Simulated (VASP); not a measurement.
# SiGe3 (Pm-3m) in VASP: a series of runs

SiGe3 is run at these levels: PBE; tasks: single point, relaxation of cell and atoms.

Everything below comes from runs of VASP 6.6.1. Logs are shortened: lines on timing, memory, paths and dates and some standing lists are left out, and cuts for length are marked.

## Step 1: The cell of the first run

The structure is cubic, space group Pm-3m (No. 221). The conventional cell has a = 4.231 Å, b = 4.231 Å, c = 4.231 Å, α = 90.00°, β = 90.00°, γ = 90.00°. Si (site symmetry m-3m) has 12 Ge at 2.99 Å within 3.9 Å. Ge (site symmetry 4/mmm) has 4 Si at 2.99 Å and 8 Ge at 2.99 Å within 3.9 Å.

## Step 2: Single point, PBE

INCAR reads:

```
  PREC = Accurate
  ENCUT = 520
  EDIFF = 1E-6
  ISMEAR = 0
  SIGMA = 0.1
  LREAL = False
  LASPH = True
  NELM = 80
  ALGO = Normal
  ISIF = 2
  LWAVE = False
  LCHARG = False
  GGA = PE
  NBANDS = 31
```

KPOINTS reads:

```
regular mesh
0
Gamma
  4 4 4
```

POSCAR reads:

```
SiGe3
1.0
    4.2313353491      0.0000000000      0.0000000000
    0.0000000000      4.2313353491      0.0000000000
    0.0000000000      0.0000000000      4.2313353491
Si Ge
1 3
Direct
    0.0000000000      0.0000000000      0.0000000000
    0.0000000000      0.5000000000      0.5000000000
    0.5000000000      0.0000000000      0.5000000000
    0.5000000000      0.5000000000      0.0000000000
```

Potentials or basis: VASP PAW PBE potentials, release 64 (Si, Ge_d).

The run is started by

```sh
> cat potpaw_PBE.64/Si/POTCAR potpaw_PBE.64/Ge_d/POTCAR > POTCAR
> mpirun -np 1 vasp_std > vasp.out
```

OUTCAR:

```text
PREC = Accurate
   ENCUT = 520
   EDIFF = 1E-6
   ISMEAR = 0
   LREAL = False
   LASPH = True
   NELM = 80
   ISIF = 2
   GGA = PE

 ion  position               nearest neighbor table
   1  0.000  0.000  0.000-   2 2.99   3 2.99   4 2.99   2 2.99   3 2.99   2 2.99   4 2.99   2 2.99
                             3 2.99   4 2.99   3 2.99   4 2.99
   2  0.000  0.500  0.500-   1 2.99   1 2.99   1 2.99   1 2.99
   3  0.500  0.000  0.500-   1 2.99   1 2.99   1 2.99   1 2.99
   4  0.500  0.500  0.000-   1 2.99   1 2.99   1 2.99   1 2.99

  LATTYP: Found a simple cubic cell.
 ALAT       =     4.2313353491

  Lattice vectors:

 A1 = (   4.2313353491,   0.0000000000,   0.0000000000)
 A2 = (   0.0000000000,   4.2313353491,   0.0000000000)
 A3 = (   0.0000000000,   0.0000000000,   4.2313353491)

Analysis of symmetry for initial positions (statically):
=====================================================================
 Subroutine PRICEL returns:
 Original cell was already a primitive cell.

 Routine SETGRP: Setting up the symmetry group for a
 simple cubic supercell.

 Subroutine GETGRP returns: Found 48 space group operations
 (whereof 48 operations were pure point group operations)
 out of a pool of 48 trial point group operations.

The static configuration has the point symmetry O_h .

Analysis of symmetry for dynamics (positions and initial velocities):
=====================================================================
 Subroutine PRICEL returns:
 Original cell was already a primitive cell.

 Routine SETGRP: Setting up the symmetry group for a
 simple cubic supercell.

 Subroutine GETGRP returns: Found 48 space group operations
 (whereof 48 operations were pure point group operations)
 out of a pool of 48 trial point group operations.

The dynamic configuration has the point symmetry O_h .

 Subroutine INISYM returns: Found 48 space group operations
 (whereof 48 operations are pure point group operations),
 and found     1 'primitive' translations

----------------------------------------------------------------------------------------

                                     Primitive cell

  volume of cell :      75.7587

  direct lattice vectors                    reciprocal lattice vectors
     4.231335349  0.000000000  0.000000000     0.236332013  0.000000000  0.000000000
[... 65 lines left out ...]
 SYSTEM =  unknown system
   PREC   = accura    normal or accurate (medium, high low for compatibility)
   ISTART =      0    job   : 0-new  1-cont  2-samecut
   ICHARG =      2    charge: 1-file 2-atom 10-const
   ISPIN  =      1    spin polarized calculation?
   LNONCOLLINEAR =      F non collinear calculations
   LSORBIT =      F    spin-orbit coupling
   LASPH  =      T    aspherical Exc in radial PAW
   ENCUT  =  520.0 eV  38.22 Ry    6.18 a.u.   7.87  7.87  7.87*2*pi/ulx,y,z
   NELM   =     80;   NELMIN=  2; NELMDL= -5     # of ELM steps
   EDIFF  = 0.1E-05   stopping-criterion for ELM
   LREAL  =      F    real-space projection
[... 7 lines left out ...]
   TEBEG  =    0.0;   TEEND  =   0.0 temperature during run
   PSTRESS=    0.0 pullay stress
   NELECT =      46.0000    total number of electrons
   NUPDOWN=      -1.0000    fix difference up-down
   EMIN   =  10.00;   EMAX   =-10.00  energy-range for DOS
   EFERMI =   0.00;   METHOD = LEGACY
   ISMEAR =     0;   SIGMA  =   0.10  broadening in eV -4-tet -1-fermi 0-gaus
   EFERMI_NEDOS =   21; number of points for ismear=-14 and -15
   IALGO  =     38    algorithm
   IMIX   =      4    mixing-type and parameters
     AMIX     =   0.40;   BMIX     =  1.00
     AMIX_MAG =   1.60;   BMIX_MAG =  1.00
  volume/ion in A,a.u.               =      18.94       127.81
  Fermi-wavevector in a.u.,A,eV,Ry     =   1.386277  2.619684 26.147183  1.921764
  Thomas-Fermi vector in A             =   2.510608
   LORBIT       =      0    0 simple, 1 ext, 2 COOP (PROOUT), +10 PAW based schemes
   GGA     = PE    functional components
   LHFCALC =     F    Hartree Fock is set to
   AEXX    =    0.0000 exact exchange contribution
   IVDW    =     0    specifies the selected vdW correction
   LEPSILON=     F    determine dielectric tensor
   LRPA    =     F    only Hartree local field effects (RPA)
 non-spin polarized calculation
 Gauss-broadening in eV      SIGMA  =   0.10
  energy-cutoff  :      520.00
  volume of cell :       75.76
 maximum number of plane-waves:      2064
 NGX is ok and might be reduce to    32
   NGX = 15   NGY = 15   NGZ = 15

 number of electron      46.0000018 magnetization

 Free energy of the ion-electron system (eV)
  ---------------------------------------------------
  ext. energy  EPLUGINS =         0.00000000
  ---------------------------------------------------
  free energy    TOTEN  =       -17.41244848 eV

  energy without entropy =      -17.40697611  energy(sigma->0) =      -17.40971230

 E-fermi :   6.8252     XC(G=0): -10.9884

 val. band max:        6.7651255121   @ k =   0.5000   0.5000   0.0000
 cond. band min:       6.8632426521   @ k =   0.5000   0.5000   0.0000
 fundamental gap:      0.0981171400
 Fermi energy:         6.8252046722

 k-point     1 :       0.0000    0.0000    0.0000
  band No.  band energies     occupation
      1     -17.9524      2.00000
      2     -17.9524      2.00000
      3     -17.9524      2.00000
      4     -17.9430      2.00000
      5     -17.8992      2.00000
      6     -17.8992      2.00000
[... 329 lines left out ...]
     30      13.7670      0.00000
     31      13.7670      0.00000

------------------------ aborting loop because EDIFF is reached ----------------------------------------

  FORCE on cell =-STRESS in cart. coord.  units (eV):
  Direction    XX          YY          ZZ          XY          YZ          ZX
  --------------------------------------------------------------------------------------
  -------------------------------------------------------------------------------------
  Total       -0.0715284     -0.0715284     -0.0715284     -0.0000000     -0.0000000      0.0000000
  in kB       -1.5127145     -1.5127145     -1.5127145     -0.0000000     -0.0000000      0.0000000
  external PRESSURE =      -1.5127145 kB  Pullay stress =       0.0000000 kB

 VOLUME and BASIS-vectors are now :
 -----------------------------------------------------------------------------
  energy-cutoff  :      520.00
  volume of cell :       75.76
      direct lattice vectors                 reciprocal lattice vectors
     4.231335349  0.000000000  0.000000000     0.236332013  0.000000000  0.000000000
     0.000000000  4.231335349  0.000000000     0.000000000  0.236332013  0.000000000
     0.000000000  0.000000000  4.231335349     0.000000000  0.000000000  0.236332013

 POSITION                                       TOTAL-FORCE (eV/Angst)
 -----------------------------------------------------------------------------------
      0.00000      0.00000      0.00000         0.000000      0.000000      0.000000
      0.00000      2.11567      2.11567         0.000000      0.000000      0.000000
      2.11567      0.00000      2.11567         0.000000      0.000000      0.000000
      2.11567      2.11567      0.00000         0.000000      0.000000      0.000000
 -----------------------------------------------------------------------------------
    total drift:                                0.000000     -0.000000     -0.000000

  FREE ENERGIE OF THE ION-ELECTRON SYSTEM (eV)
  ---------------------------------------------------
  free  energy   TOTEN  =       -17.4124484837 eV

  energy  without entropy=      -17.4069761116  energy(sigma->0) =      -17.40971230
```

stdout:

```text
POSCAR found type information on POSCAR SiGe
 POSCAR found :  2 types and       4 ions
 scaLAPACK will be used
 LDA part: xc-table for (Slater+PW92), standard interpolation
 POSCAR, INCAR and KPOINTS ok, starting setup
 FFT: planning ... GRIDC
 FFT: planning ... GRID_SOFT
 FFT: planning ... GRID
 WAVECAR not read
 entering main loop
```

Run time: 23 s. Hardware: 1 thread of Intel Xeon 8259CL, shared host; peak memory 0.18 GiB.

Results:

```yaml
Free_energy: -17.4124 eV
Pressure: -0.2 GPa
Band_gap_on_the_k_mesh: zero (bands 23 and 24 overlap by 2.99 eV)
```

Levels at points of the mesh, in eV from the Fermi level:
| k point | band 20 | band 21 | band 22 | band 23 | band 24 | band 25 | band 26 | band 27 |
| --- | --- | --- | --- | --- | --- | --- | --- | --- |
| (0.00, 0.00, 0.00) | -4.24 | -4.24 | -4.24 | 2.50 | 2.50 | 2.50 | 2.71 | 2.71 |
| (0.50, 0.00, 0.00) | -2.18 | -2.18 | -2.09 | -2.09 | -0.49 | -0.35 | 3.71 | 4.06 |
| (0.50, 0.50, 0.00) | -0.69 | -0.68 | -0.68 | -0.35 | -0.12 | -0.12 | -0.06 | 0.04 |
| (0.50, 0.50, 0.50) | -5.54 | -5.47 | -5.47 | -5.47 | 6.49 | 6.49 | 6.49 | 6.87 |

Caveat: the k points lie up to 0.37 Å⁻¹ apart, too coarse for converged energies and pressures of a metal.

[end of part 1 of 2]
